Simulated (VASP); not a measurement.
# Tl (Fd-3m) in VASP: a series of runs

Tl is run at these levels: r2SCAN; tasks: single point.

All numbers are computed with VASP 6.6.1; they aren't measurements. Logs are shortened: lines on timing, memory, paths and dates and some standing lists are left out, and cuts for length are marked.

### Step 1. The cell of the first run

It takes space group Fd-3m (No. 227, cubic). The conventional cell has a = 7.222 Å, b = 7.222 Å, c = 7.222 Å, α = 90.00°, β = 90.00°, γ = 90.00°. Tl (site symmetry -43m) has 4 Tl at 3.13 Å within 4.1 Å.

This isn't the form of Tl at room conditions, which is hcp.

### Step 2. Single point, r2SCAN (47.09 Å³/atom)

File POSCAR:

```
Tl
1.0
    0.0000000000      3.6110635984      3.6110635984
    3.6110635984      0.0000000000      3.6110635984
    3.6110635984      3.6110635984      0.0000000000
Tl
2
Direct
    0.1250000000      0.1250000000      0.1250000000
    0.8750000000      0.8750000000      0.8750000000
```

File INCAR.step1:

```
  ALGO = Normal
  EDIFF = 1E-5
  ENCUT = 550
  GGA = PE
  GGA_COMPAT = False
  ISMEAR = -1
  LASPH = True
  LCHARG = False
  LREAL = False
  LWAVE = True
  NBANDS = 20
  NELM = 120
  PREC = Accurate
  SIGMA = 0.1
```

File INCAR.step2:

```
  ALGO = Normal
  EDIFF = 1E-6
  ENCUT = 550
  GGA_COMPAT = False
  ISIF = 2
  ISMEAR = -1
  ISTART = 1
  LASPH = True
  LCHARG = False
  LMIXTAU = True
  LREAL = False
  LWAVE = False
  METAGGA = R2SCAN
  NBANDS = 20
  NELM = 120
  PREC = Accurate
  SIGMA = 0.1
```

File KPOINTS:

```
k-points
0
Gamma
  9 9 9
```

Potentials or basis: VASP PAW PBE potentials, release 64 (Tl_d).

Run with:

```sh
$ cat potpaw_PBE.64/Tl_d/POTCAR > POTCAR
$ cp INCAR.step1 INCAR
$ mpirun -np 1 vasp_std > vasp.out
$ cp INCAR.step2 INCAR
$ mpirun -np 1 vasp_std > vasp.out
```

OUTCAR:

```text
EDIFF = 1E-6
   ENCUT = 550
   ISIF = 2
   ISMEAR = -1
   ISTART = 1
   LASPH = True
   LREAL = False
   METAGGA = R2SCAN
   NELM = 120
   PREC = Accurate

 ion  position               nearest neighbor table
   1  0.125  0.125  0.125-   2 3.13   2 3.13   2 3.13   2 3.13
   2  0.875  0.875  0.875-   1 3.13   1 3.13   1 3.13   1 3.13

  LATTYP: Found a face centered cubic cell.
 ALAT       =     7.2221271968

  Lattice vectors:

 A1 = (   0.0000000000,   3.6110635984,   3.6110635984)
 A2 = (   3.6110635984,   0.0000000000,   3.6110635984)
 A3 = (   3.6110635984,   3.6110635984,   0.0000000000)

Analysis of symmetry for initial positions (statically):
=====================================================================
 Subroutine PRICEL returns:
 Original cell was already a primitive cell.

 Routine SETGRP: Setting up the symmetry group for a
 face centered cubic supercell.

 Subroutine GETGRP returns: Found 48 space group operations
 (whereof 12 operations were pure point group operations)
 out of a pool of 48 trial point group operations.

The static configuration has the point symmetry D_3d.
 The point group associated with its full space group is O_h .

Analysis of symmetry for dynamics (positions and initial velocities):
=====================================================================
 Subroutine PRICEL returns:
 Original cell was already a primitive cell.

 Routine SETGRP: Setting up the symmetry group for a
 face centered cubic supercell.

 Subroutine GETGRP returns: Found 48 space group operations
 (whereof 12 operations were pure point group operations)
 out of a pool of 48 trial point group operations.

The dynamic configuration has the point symmetry D_3d.
 The point group associated with its full space group is O_h .

 Subroutine INISYM returns: Found 48 space group operations
 (whereof 12 operations are pure point group operations),
 and found     1 'primitive' translations

----------------------------------------------------------------------------------------

                                     Primitive cell

  volume of cell :      94.1750

  direct lattice vectors                    reciprocal lattice vectors
     0.000000000  3.611063598  3.611063598    -0.138463360  0.138463360  0.138463360
     3.611063598  0.000000000  3.611063598     0.138463360 -0.138463360  0.138463360
     3.611063598  3.611063598  0.000000000     0.138463360  0.138463360 -0.138463360

  length of vectors
     5.106815115  5.106815115  5.106815115     0.239825575  0.239825575  0.239825575

  position of ions in fractional coordinates (direct lattice)
     0.125000000  0.125000000  0.125000000
     0.875000000  0.875000000  0.875000000

  ion indices of the primitive-cell ions
   primitive index   ion index
                 1           1
                 2           2

----------------------------------------------------------------------------------------

 KPOINTS: k-points

Automatic generation of k-mesh.
 Grid dimensions read from file:
 generate k-points for:    9    9    9

 Generating k-lattice:

  Cartesian coordinates                     Fractional coordinates (reciprocal lattice)
    -0.015384818  0.015384818  0.015384818     0.111111111  0.000000000  0.000000000
     0.015384818 -0.015384818  0.015384818     0.000000000  0.111111111  0.000000000
     0.015384818  0.015384818 -0.015384818     0.000000000  0.000000000  0.111111111

  Length of vectors
     0.026647286  0.026647286  0.026647286

  Shift w.r.t. Gamma in fractional coordinates (k-lattice)
     0.000000000  0.000000000  0.000000000

 Subroutine IBZKPT returns following result:
 ===========================================

 Found     35 irreducible k-points:

 Following reciprocal coordinates:
            Coordinates               Weight
  0.000000  0.000000  0.000000      1.000000
  0.111111  0.000000  0.000000      8.000000
  0.222222  0.000000  0.000000      8.000000
  0.333333  0.000000  0.000000      8.000000
  0.444444  0.000000  0.000000      8.000000
  0.111111  0.111111  0.000000      6.000000
[... 16 lines left out ...]
 -0.333333  0.333333  0.000000     12.000000
  0.444444  0.444444  0.000000      6.000000
 [... further k-points ...]
   k-points           NKPTS =     35   k-points in BZ     NKDIM =     35   number of bands    NBANDS=     20
   number of dos      NEDOS =    301   number of ions     NIONS =      2
   total plane-waves  NPLWV =  64000
   dimension x,y,z NGX =    40 NGY =   40 NGZ =   40
   dimension x,y,z NGXF=    80 NGYF=   80 NGZF=   80
   ions per type =               2
   NGX,Y,Z   is equivalent  to a cutoff of  13.02, 13.02, 13.02 a.u.
   NGXF,Y,Z  is equivalent  to a cutoff of  26.04, 26.04, 26.04 a.u.
 SYSTEM =  unknown system
   PREC   = accura    normal or accurate (medium, high low for compatibility)
   ISTART =      1    job   : 0-new  1-cont  2-samecut
   ICHARG =      0    charge: 1-file 2-atom 10-const
   ISPIN  =      1    spin polarized calculation?
   LNONCOLLINEAR =      F non collinear calculations
   LSORBIT =      F    spin-orbit coupling
   LASPH  =      T    aspherical Exc in radial PAW
   ENCUT  =  550.0 eV  40.42 Ry    6.36 a.u.   9.77  9.77  9.77*2*pi/ulx,y,z
   NELM   =    120;   NELMIN=  2; NELMDL=  0     # of ELM steps
   EDIFF  = 0.1E-05   stopping-criterion for ELM
   LREAL  =      F    real-space projection
   EDIFFG = 0.1E-04   stopping-criterion for IOM
   NSW    =      0    number of steps for IOM
   IBRION =     -1    ionic relax: 0-MD 1-quasi-New 2-CG
   NFREE  =      0    steps in history (QN), initial steepest desc. (CG)
   ISIF   =      2    stress and relaxation
   ISYM   =      2    0-nonsym 1-usesym 2-fastsym
   POTIM  = 0.5000    time-step for ionic-motion
   TEBEG  =    0.0;   TEEND  =   0.0 temperature during run
   PSTRESS=    0.0 pullay stress
   NELECT =      26.0000    total number of electrons
   NUPDOWN=      -1.0000    fix difference up-down
   EMIN   =  10.00;   EMAX   =-10.00  energy-range for DOS
   EFERMI =   0.00;   METHOD = LEGACY
   ISMEAR =    -1;   SIGMA  =   0.10  broadening in eV -4-tet -1-fermi 0-gaus
   EFERMI_NEDOS =   21; number of points for ismear=-14 and -15
   IALGO  =     38    algorithm
   IMIX   =      4    mixing-type and parameters
     AMIX     =   0.40;   BMIX     =  1.00
     AMIX_MAG =   1.60;   BMIX_MAG =  1.00
  volume/ion in A,a.u.               =      47.09       317.76
  Fermi-wavevector in a.u.,A,eV,Ry     =   1.065992  2.014434 15.460844  1.136340
  Thomas-Fermi vector in A             =   2.201562
   LORBIT       =      0    0 simple, 1 ext, 2 COOP (PROOUT), +10 PAW based schemes
   METAGGA = R2SCAN    functional components
   LHFCALC =     F    Hartree Fock is set to
   AEXX    =    0.0000 exact exchange contribution
   IVDW    =     0    specifies the selected vdW correction
   LEPSILON=     F    determine dielectric tensor
   LRPA    =     F    only Hartree local field effects (RPA)
 non-spin polarized calculation
  energy-cutoff  :      550.00
  volume of cell :       94.17
 maximum number of plane-waves:      2785
   NGX = 19   NGY = 19   NGZ = 19

 number of electron      26.0000004 magnetization

 Free energy of the ion-electron system (eV)
  ---------------------------------------------------
  ext. energy  EPLUGINS =         0.00000000
  ---------------------------------------------------
  free energy    TOTEN  =      -105.53615624 eV

  energy without entropy =     -105.47364086  energy(sigma->0) =     -105.50489855

 E-fermi :   2.3616     XC(G=0):  -8.1453

 val. band max:        2.2942741147   @ k =   0.4444   0.3333   0.0000
 cond. band min:       2.3634822016   @ k =  -0.3333   0.3333   0.1111
 fundamental gap:      0.0692080869
 Fermi energy:         2.3616128988

 k-point     1 :       0.0000    0.0000    0.0000
  band No.  band energies     occupation
      1      -9.9549      2.00000
      2      -9.9549      2.00000
      3      -9.9549      2.00000
      4      -9.8866      2.00000
      5      -9.8866      2.00000
      6      -9.4179      2.00000
[... 12 lines left out ...]
     19       7.2376      0.00000
     20      11.0239      0.00000

 k-point     2 :       0.1111    0.0000    0.0000
  band No.  band energies     occupation
      1      -9.9708      2.00000
      2      -9.9708      2.00000
      3      -9.9532      2.00000
      4      -9.8642      2.00000
      5      -9.8642      2.00000
      6      -9.4349      2.00000
[... 12 lines left out ...]
     19       8.1166      0.00000
     20      10.5275      0.00000

 k-point     3 :       0.2222    0.0000    0.0000
  band No.  band energies     occupation
      1      -9.9911      2.00000
      2      -9.9911      2.00000
      3      -9.9490      2.00000
      4      -9.8292      2.00000
      5      -9.8292      2.00000
      6      -9.4600      2.00000
[... 12 lines left out ...]
     19       8.9636      0.00000
     20      10.3793      0.00000

 k-point     4 :       0.3333    0.0000    0.0000
  band No.  band energies     occupation
      1     -10.0020      2.00000
      2     -10.0020      2.00000
      3      -9.9440      2.00000
      4      -9.8053      2.00000
      5      -9.8053      2.00000
      6      -9.4861      2.00000
[... 12 lines left out ...]
     19       8.7386      0.00000
     20      10.7710      0.00000

 k-point     5 :       0.4444    0.0000    0.0000
  band No.  band energies     occupation
      1     -10.0053      2.00000
      2     -10.0053      2.00000
      3      -9.9406      2.00000
      4      -9.7963      2.00000
      5      -9.7963      2.00000
      6      -9.5055      2.00000
[... 12 lines left out ...]
     19      10.0590      0.00000
     20      11.5365      0.00000

 k-point     6 :       0.1111    0.1111    0.0000
  band No.  band energies     occupation
      1      -9.9759      2.00000
      2      -9.9642      2.00000
      3      -9.9642      2.00000
      4      -9.8705      2.00000
      5      -9.8414      2.00000
      6      -9.4859      2.00000
[... 12 lines left out ...]
     19       8.2429      0.00000
     20       9.6726      0.00000

 k-point     7 :       0.2222    0.1111    0.0000
  band No.  band energies     occupation
      1      -9.9975      2.00000
      2      -9.9795      2.00000
      3      -9.9594      2.00000
      4      -9.8434      2.00000
      5      -9.8026      2.00000
      6      -9.5316      2.00000
[... 12 lines left out ...]
     19       9.0793      0.00000
     20       9.5683      0.00000
[... 277 lines left out ...]
 k-point    20 :       0.3333    0.3333    0.0000
  band No.  band energies     occupation
      1     -10.0082      2.00000
      2     -10.0082      2.00000
      3      -9.9694      2.00000
      4      -9.7537      2.00000
      5      -9.7215      2.00000
      6      -9.6600      2.00000
[... 12 lines left out ...]
     19       9.5036      0.00000
     20      11.6776      0.00000

 k-point    21 :       0.4444    0.3333    0.0000
  band No.  band energies     occupation
      1     -10.0333      2.00000
      2     -10.0172      2.00000
      3      -9.9272      2.00000
      4      -9.7616      2.00000
      5      -9.7135      2.00000
      6      -9.6220      2.00000
[... 12 lines left out ...]
     19      11.1456      0.00000
     20      11.9082      0.00000

 k-point    22 :      -0.4444    0.3333    0.0000
  band No.  band energies     occupation
      1     -10.0583      2.00000
      2     -10.0247      2.00000
      3      -9.8812      2.00000
      4      -9.7495      2.00000
      5      -9.6763      2.00000
      6      -9.6299      2.00000
[... 12 lines left out ...]
     19      10.4182      0.00000
     20      11.8818      0.00000

 k-point    23 :      -0.3333    0.3333    0.0000
  band No.  band energies     occupation
      1     -10.0653      2.00000
      2     -10.0288      2.00000
      3      -9.8674      2.00000
      4      -9.6980      2.00000
      5      -9.6772      2.00000
      6      -9.6703      2.00000
[... 12 lines left out ...]
     19       9.4059      0.00000
     20      10.9123      0.00000

 k-point    24 :       0.4444    0.4444    0.0000
  band No.  band energies     occupation
      1     -10.0216      2.00000
      2     -10.0216      2.00000
      3      -9.9164      2.00000
      4      -9.8313      2.00000
      5      -9.6676      2.00000
      6      -9.5766      2.00000
[... 12 lines left out ...]
     19      10.7565      0.00000
     20      12.0743      0.00000

 [... further k-points ...]

------------------------ aborting loop because EDIFF is reached ----------------------------------------

  FORCE on cell =-STRESS in cart. coord.  units (eV):
  Direction    XX          YY          ZZ          XY          YZ          ZX
  --------------------------------------------------------------------------------------
  -------------------------------------------------------------------------------------
  Total       -0.8974943     -0.8974943     -0.8974943      0.0000000     -0.0000000     -0.0000000
  in kB      -15.2688685    -15.2688685    -15.2688685      0.0000000     -0.0000000     -0.0000000
  external PRESSURE =     -15.2688685 kB  Pullay stress =       0.0000000 kB

 VOLUME and BASIS-vectors are now :
 -----------------------------------------------------------------------------
  energy-cutoff  :      550.00
  volume of cell :       94.17
      direct lattice vectors                 reciprocal lattice vectors
     0.000000000  3.611063598  3.611063598    -0.138463360  0.138463360  0.138463360
     3.611063598  0.000000000  3.611063598     0.138463360 -0.138463360  0.138463360
     3.611063598  3.611063598  0.000000000     0.138463360  0.138463360 -0.138463360

 POSITION                                       TOTAL-FORCE (eV/Angst)
 -----------------------------------------------------------------------------------
      0.90277      0.90277      0.90277         0.000000     -0.000000     -0.000000
      6.31936      6.31936      6.31936        -0.000000      0.000000      0.000000
 -----------------------------------------------------------------------------------
    total drift:                                0.000000      0.000000     -0.000000

  FREE ENERGIE OF THE ION-ELECTRON SYSTEM (eV)
  ---------------------------------------------------
  free  energy   TOTEN  =      -105.5361562398 eV

  energy  without entropy=     -105.4736408613  energy(sigma->0) =     -105.50489855
```

Wall time 1.8 min (1 thread of Intel Xeon 6975P-C (Granite Rapids), shared host); peak memory 0.27 GiB.

What came out:

```
Free energy            : -105.5362 eV
Pressure               : -1.5 GPa
Band gap on the k mesh : zero (bands 13 and 14 overlap by 2.62 eV)
```

Caveat: the PAW data sets were made with another functional, which shifts forces and pressure a little; spin-orbit coupling is left out, which moves the levels of the heavy elements.

### Step 3. Single point, r2SCAN

This run uses another cell than the first one, of 42.04 Å³/atom.

File POSCAR:

```
Tl
1.0
    0.0000000000      3.4771956670      3.4771956670
    3.4771956670      0.0000000000      3.4771956670
    3.4771956670      3.4771956670      0.0000000000
Tl
2
Direct
    0.1250000000      0.1250000000      0.1250000000
    0.8750000000      0.8750000000      0.8750000000
```

File INCAR.step1:

```
  PREC = Accurate
  ENCUT = 550
  ISMEAR = -1
  SIGMA = 0.1
  LREAL = False
  LASPH = True
  NELM = 120
  NBANDS = 20
  GGA = PE
  ALGO = Normal
  EDIFF = 1E-5
  LWAVE = True
  LCHARG = False
  GGA_COMPAT = False
```

File INCAR.step2:

```
  PREC = Accurate
  ENCUT = 550
  EDIFF = 1E-6
  ISMEAR = -1
  SIGMA = 0.1
  LREAL = False
  LASPH = True
  NELM = 120
  ALGO = Normal
  ISIF = 2
  LWAVE = False
  LCHARG = False
  METAGGA = R2SCAN
  LMIXTAU = True
  NBANDS = 20
  ISTART = 1
  GGA_COMPAT = False
```

File KPOINTS:

```
regular mesh
0
Gamma
  13 13 13
```

Potentials or basis: VASP PAW PBE potentials, release 64 (Tl_d).

Run with:

```sh
$ cat potpaw_PBE.64/Tl_d/POTCAR > POTCAR
$ cp INCAR.step1 INCAR
$ mpirun -np 1 vasp_std > vasp.out
$ cp INCAR.step2 INCAR
$ mpirun -np 1 vasp_std > vasp.out
```

Run time: 4.3 min. Hardware: 1 thread of Intel Xeon 6975P-C (Granite Rapids), shared host; peak memory 0.33 GiB.

Results (log left out):

- Free energy: -105.5913 eV
- Pressure: -0.1 GPa
- Band gap on the k mesh: zero (bands 13 and 14 overlap by 3.15 eV)

Levels at points of the mesh, in eV from the Fermi level:
```tsv
k point	band 9	band 10	band 11	band 12	band 13	band 14	band 15	band 16	band 17	band 18
(0.00, 0.00, 0.00)	-11.62	-11.62	-9.24	-0.99	2.44	2.44	2.44	4.20	4.20	4.20
```

Caveat: the PAW data sets were made with another functional, which shifts forces and pressure a little; spin-orbit coupling is left out, which moves the levels of the heavy elements.
